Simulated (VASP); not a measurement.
# Sb in VASP: single point with LDA

Aim: the single point of Sb with LDA.

Everything below comes from runs of VASP 6.6.1. Logs are shortened: lines on timing, memory, paths and dates and some standing lists are left out, and cuts for length are marked.

### Step 1. The cell of the first run

The cell holds a slab with vacuum, 12 atoms: a = 4.417 Å, b = 6.160 Å, c = 25.734 Å, α = 90.00°, β = 90.00°, γ = 87.74°.

### Step 2. Single point, LDA

INCAR reads:

```
  PREC = Accurate
  ENCUT = 520
  EDIFF = 1E-6
  ISMEAR = 0
  SIGMA = 0.1
  LREAL = F
  LASPH = T
  NELM = 60
  ALGO = Normal
  ISIF = 2
  LWAVE = F
  LCHARG = F
  LDIPOL = T
  IDIPOL = 3
  DIPOL = 0.5 0.5 0.500
  NBANDS = 42
```

KPOINTS reads:

```
regular mesh
0
Gamma
  8 6 1
```

POSCAR reads:

```
Sb
1.0
    4.4169634005      0.0000000000      0.0000000000
    0.2429506900      6.1552418328      0.0000000000
    0.0000000000      0.0000000000     25.7344251639
Sb
12
Direct
    0.9717538069      0.2358769035      0.2914384119
    0.0282461931      0.7641230965      0.2914384119
    0.4717538069      0.7358769035      0.3748630471
    0.5282461931      0.2641230965      0.3748630471
    0.9717538069      0.2358769035      0.4582876824
    0.0282461931      0.7641230965      0.4582876824
    0.4717538069      0.7358769035      0.5417123176
    0.5282461931      0.2641230965      0.5417123176
    0.9717538069      0.2358769035      0.6251369529
    0.0282461931      0.7641230965      0.6251369529
    0.4717538069      0.7358769035      0.7085615881
    0.5282461931      0.2641230965      0.7085615881
```

Potentials or basis: VASP PAW LDA potentials, release 64 (Sb).

The run is started by

```
> cat potpaw_LDA.64/Sb/POTCAR > POTCAR
> mpirun -np 1 vasp_std > vasp.out
```

OUTCAR:

```text
PREC = Accurate
   ENCUT = 520
   EDIFF = 1E-6
   ISMEAR = 0
   LREAL = F
   LASPH = T
   NELM = 60
   ISIF = 2

 ion  position               nearest neighbor table
   1  0.972  0.236  0.291-   4 2.91   2 2.91   4 3.27   2 3.27
   2  0.028  0.764  0.291-   3 2.91   1 2.91   3 3.27   1 3.27
   3  0.472  0.736  0.375-   2 2.91   4 2.91   6 2.91   2 3.27   4 3.27   6 3.27
   4  0.528  0.264  0.375-   1 2.91   3 2.91   5 2.91   1 3.27   3 3.27   5 3.27
   5  0.972  0.236  0.458-   8 2.91   6 2.91   4 2.91   8 3.27   6 3.27   4 3.27
   6  0.028  0.764  0.458-   7 2.91   5 2.91   3 2.91   7 3.27   5 3.27   3 3.27
   7  0.472  0.736  0.542-   6 2.91   8 2.91  10 2.91   6 3.27   8 3.27  10 3.27
   8  0.528  0.264  0.542-   5 2.91   7 2.91   9 2.91   5 3.27   7 3.27   9 3.27
   9  0.972  0.236  0.625-  12 2.91  10 2.91   8 2.91  12 3.27  10 3.27   8 3.27
  10  0.028  0.764  0.625-  11 2.91   9 2.91   7 2.91  11 3.27   9 3.27   7 3.27
  11  0.472  0.736  0.709-  10 2.91  12 2.91  10 3.27  12 3.27
  12  0.528  0.264  0.709-   9 2.91  11 2.91   9 3.27  11 3.27

  LATTYP: Found a simple monoclinic cell.
 ALAT       =     4.4169634005
 B/A-ratio  =     5.8262708631
 C/A-ratio  =     1.3946311312
 COS(beta)  =    -0.0394398251

  Lattice vectors:

 A1 = (   4.4169634005,   0.0000000000,   0.0000000000)
 A2 = (   0.0000000000,   0.0000000000,  25.7344251639)
 A3 = (  -0.2429506900,  -6.1552418328,   0.0000000000)

Analysis of symmetry for initial positions (statically):
=====================================================================
 Subroutine PRICEL returns:
 Original cell was already a primitive cell.

 Routine SETGRP: Setting up the symmetry group for a
 simple monoclinic supercell.

 Subroutine GETGRP returns: Found  4 space group operations
 (whereof  2 operations were pure point group operations)
 out of a pool of  4 trial point group operations.

The static configuration has the point symmetry C_2 .
 The point group associated with its full space group is C_2h.

Analysis of symmetry for dynamics (positions and initial velocities):
=====================================================================
 Subroutine PRICEL returns:
 Original cell was already a primitive cell.

 Routine SETGRP: Setting up the symmetry group for a
 simple monoclinic supercell.

 Subroutine GETGRP returns: Found  4 space group operations
 (whereof  2 operations were pure point group operations)
 out of a pool of  4 trial point group operations.

The dynamic configuration has the point symmetry C_2 .
 The point group associated with its full space group is C_2h.

 Subroutine INISYM returns: Found  4 space group operations
 (whereof  2 operations are pure point group operations),
 and found     1 'primitive' translations

----------------------------------------------------------------------------------------

                                     Primitive cell

  volume of cell :     699.6541

  direct lattice vectors                    reciprocal lattice vectors
     4.416963401  0.000000000  0.000000000     0.226399884 -0.008936125  0.000000000
     0.242950690  6.155241833  0.000000000     0.000000000  0.162463154  0.000000000
     0.000000000  0.000000000 25.734425164     0.000000000  0.000000000  0.038858455

  length of vectors
     4.416963401  6.160034664 25.734425164     0.226576172  0.162463154  0.038858455

  position of ions in fractional coordinates (direct lattice)
     0.971753807  0.235876903  0.291438412
     0.028246193  0.764123097  0.291438412
     0.471753807  0.735876903  0.374863047
     0.528246193  0.264123097  0.374863047
     0.971753807  0.235876903  0.458287682
     0.028246193  0.764123097  0.458287682
     0.471753807  0.735876903  0.541712318
     0.528246193  0.264123097  0.541712318
     0.971753807  0.235876903  0.625136953
     0.028246193  0.764123097  0.625136953
     0.471753807  0.735876903  0.708561588
     0.528246193  0.264123097  0.708561588

  ion indices of the primitive-cell ions
   primitive index   ion index
                 1           1
                 2           2
                 3           3
                 4           4
                 5           5
                 6           6
                 7           7
                 8           8
                 9           9
                10          10
                11          11
                12          12

----------------------------------------------------------------------------------------

 KPOINTS: regular mesh

Automatic generation of k-mesh.
 Grid dimensions read from file:
 generate k-points for:    8    6    1

 Generating k-lattice:

  Cartesian coordinates                     Fractional coordinates (reciprocal lattice)
     0.028299985 -0.001117016  0.000000000     0.125000000 -0.000000000  0.000000000
     0.000000000  0.027077192  0.000000000     0.000000000  0.166666667  0.000000000
     0.000000000  0.000000000  0.038858455     0.000000000  0.000000000  1.000000000

  Length of vectors
     0.028322021  0.027077192  0.038858455

  Shift w.r.t. Gamma in fractional coordinates (k-lattice)
     0.000000000  0.000000000  0.000000000

 Subroutine IBZKPT returns following result:
 ===========================================

 Found     26 irreducible k-points:

 Following reciprocal coordinates:
            Coordinates               Weight
  0.000000  0.000000  0.000000      1.000000
  0.125000 -0.000000  0.000000      2.000000
  0.250000 -0.000000  0.000000      2.000000
  0.375000 -0.000000  0.000000      2.000000
  0.500000 -0.000000  0.000000      1.000000
  0.000000  0.166667  0.000000      2.000000
[... 16 lines left out ...]
  0.125000  0.500000  0.000000      2.000000
  0.250000  0.500000  0.000000      2.000000
 [... further k-points ...]
   k-points           NKPTS =     26   k-points in BZ     NKDIM =     26   number of bands    NBANDS=     42
   number of dos      NEDOS =    301   number of ions     NIONS =     12
   total plane-waves  NPLWV = 331776
   dimension x,y,z NGX =    36 NGY =   48 NGZ =  192
   dimension x,y,z NGXF=    72 NGYF=   96 NGZF=  384
   ions per type =              12
   NGX,Y,Z   is equivalent  to a cutoff of  13.55, 12.95, 12.40 a.u.
   NGXF,Y,Z  is equivalent  to a cutoff of  27.10, 25.91, 24.81 a.u.
 SYSTEM =  unknown system
   PREC   = accura    normal or accurate (medium, high low for compatibility)
   ISTART =      0    job   : 0-new  1-cont  2-samecut
   ICHARG =      2    charge: 1-file 2-atom 10-const
   ISPIN  =      1    spin polarized calculation?
   LNONCOLLINEAR =      F non collinear calculations
   LSORBIT =      F    spin-orbit coupling
   LASPH  =      T    aspherical Exc in radial PAW
   ENCUT  =  520.0 eV  38.22 Ry    6.18 a.u.   8.21 11.45 47.85*2*pi/ulx,y,z
   NELM   =     60;   NELMIN=  2; NELMDL= -5     # of ELM steps
   EDIFF  = 0.1E-05   stopping-criterion for ELM
   LREAL  =      F    real-space projection
   EDIFFG = 0.1E-04   stopping-criterion for IOM
   NSW    =      0    number of steps for IOM
   IBRION =     -1    ionic relax: 0-MD 1-quasi-New 2-CG
   NFREE  =      0    steps in history (QN), initial steepest desc. (CG)
   ISIF   =      2    stress and relaxation
   ISYM   =      2    0-nonsym 1-usesym 2-fastsym
   POTIM  = 0.5000    time-step for ionic-motion
   TEBEG  =    0.0;   TEEND  =   0.0 temperature during run
   PSTRESS=    0.0 pullay stress
   NELECT =      60.0000    total number of electrons
   NUPDOWN=      -1.0000    fix difference up-down
   EMIN   =  10.00;   EMAX   =-10.00  energy-range for DOS
   EFERMI =   0.00;   METHOD = LEGACY
   ISMEAR =     0;   SIGMA  =   0.10  broadening in eV -4-tet -1-fermi 0-gaus
   EFERMI_NEDOS =   21; number of points for ismear=-14 and -15
   IALGO  =     38    algorithm
   IMIX   =      4    mixing-type and parameters
     AMIX     =   0.40;   BMIX     =  1.00
     AMIX_MAG =   1.60;   BMIX_MAG =  1.00
  volume/ion in A,a.u.               =      58.30       393.46
  Fermi-wavevector in a.u.,A,eV,Ry     =   0.721934  1.364257  7.091201  0.521189
  Thomas-Fermi vector in A             =   1.811768
   LORBIT       =      0    0 simple, 1 ext, 2 COOP (PROOUT), +10 PAW based schemes
   GGA     = CA    functional components
   LHFCALC =     F    Hartree Fock is set to
   AEXX    =    0.0000 exact exchange contribution
   IVDW    =     0    specifies the selected vdW correction
   LEPSILON=     F    determine dielectric tensor
   LRPA    =     F    only Hartree local field effects (RPA)
 non-spin polarized calculation
 Gauss-broadening in eV      SIGMA  =   0.10
  energy-cutoff  :      520.00
  volume of cell :      699.65
 maximum number of plane-waves:     18882
 NGX is ok and might be reduce to    36
   NGX = 17   NGY = 23   NGZ = 95

 dipolmoment           0.000000      0.000000      0.000000 electrons x Angstroem

 number of electron      60.0000001 magnetization

 dipolmoment           0.000000      0.000000     -0.000000 electrons x Angstroem

 Free energy of the ion-electron system (eV)
  ---------------------------------------------------
  ext. energy  EPLUGINS =         0.00000000
  ---------------------------------------------------
  free energy    TOTEN  =       -55.12800407 eV

  energy without entropy =      -55.08992266  energy(sigma->0) =      -55.10896336

 E-fermi :   1.2976     XC(G=0):  -5.5989

 val. band max:        1.2896027694   @ k =  -0.1250   0.1667   0.0000
 cond. band min:       1.3063759805   @ k =  -0.1250   0.3333   0.0000
 fundamental gap:      0.0167732111
 Fermi energy:         1.2975663286

 k-point     1 :       0.0000    0.0000    0.0000
  band No.  band energies     occupation
      1     -11.2430      2.00000
      2     -10.6404      2.00000
      3      -9.7625      2.00000
      4      -8.7611      2.00000
      5      -8.6863      2.00000
      6      -8.1335      2.00000
[... 1069 lines left out ...]
     41       3.6351      0.00000
     42       3.7006      0.00000

 [... further k-points ...]

------------------------ aborting loop because EDIFF is reached ----------------------------------------

 vacuum level on the upper side and lower side of the slab       (xc-potential included)        -0.123        -0.123

  FORCE on cell =-STRESS in cart. coord.  units (eV):
  Direction    XX          YY          ZZ          XY          YZ          ZX
  --------------------------------------------------------------------------------------
  -------------------------------------------------------------------------------------
  Total       -6.1038099     -2.9822699     -3.0952798      0.4956330      0.0000000      0.0000000
  in kB      -13.9774578     -6.8292677     -7.0880555      1.1349779      0.0000000      0.0000000
  external PRESSURE =      -9.2982603 kB  Pullay stress =       0.0000000 kB

 VOLUME and BASIS-vectors are now :
 -----------------------------------------------------------------------------
  energy-cutoff  :      520.00
  volume of cell :      699.65
      direct lattice vectors                 reciprocal lattice vectors
     4.416963401  0.000000000  0.000000000     0.226399884 -0.008936125  0.000000000
     0.242950690  6.155241833  0.000000000     0.000000000  0.162463154  0.000000000
     0.000000000  0.000000000 25.734425164     0.000000000  0.000000000  0.038858455

 POSITION                                       TOTAL-FORCE (eV/Angst)
 -----------------------------------------------------------------------------------
      4.34951      1.45188      7.50000         0.056861     -0.349542      0.538382
      0.31041      4.70336      7.50000        -0.056861      0.349542      0.538382
      2.26250      4.52950      9.64689         0.366683      0.076026     -0.763970
      2.39741      1.62574      9.64689        -0.366683     -0.076026     -0.763970
      4.34951      1.45188     11.79377         0.310516     -0.196973      0.317377
      0.31041      4.70336     11.79377        -0.310516      0.196973      0.317377
      2.26250      4.52950     13.94066         0.310516     -0.196973     -0.317377
      2.39741      1.62574     13.94066        -0.310516      0.196973     -0.317377
      4.34951      1.45188     16.08754         0.366683      0.076026      0.763970
      0.31041      4.70336     16.08754        -0.366683     -0.076026      0.763970
      2.26250      4.52950     18.23443         0.056861     -0.349542     -0.538382
      2.39741      1.62574     18.23443        -0.056861      0.349542     -0.538382
 -----------------------------------------------------------------------------------
    total drift:                               -0.000000     -0.000000      0.000000

  FREE ENERGIE OF THE ION-ELECTRON SYSTEM (eV)
  ---------------------------------------------------
  free  energy   TOTEN  =       -55.1280040679 eV

  energy  without entropy=      -55.0899226581  energy(sigma->0) =      -55.10896336

 vacuum level on the upper side and lower side of the slab         5.902         5.902
```

Wall time 11 min (1 thread of Intel Xeon 6975P-C (Granite Rapids), shared host); peak memory 0.82 GiB.

Results:

```yaml
Free_energy: -55.1280 eV
Largest_force: 0.851 eV/Å
Band_gap_on_the_k_mesh: zero (bands 30 and 31 overlap by 0.15 eV)
```

Forces on the atoms (eV/Å):
```
Sb   0.057 -0.350  0.538
Sb  -0.057  0.350  0.538
Sb   0.367  0.076 -0.764
Sb  -0.367 -0.076 -0.764
Sb   0.311 -0.197  0.317
Sb  -0.311  0.197  0.317
Sb   0.311 -0.197 -0.317
Sb  -0.311  0.197 -0.317
Sb   0.367  0.076  0.764
Sb  -0.367 -0.076  0.764
Sb   0.057 -0.350 -0.538
Sb  -0.057  0.350 -0.538
```

Caveat: spin-orbit coupling is left out, which moves the levels of the heavy elements.
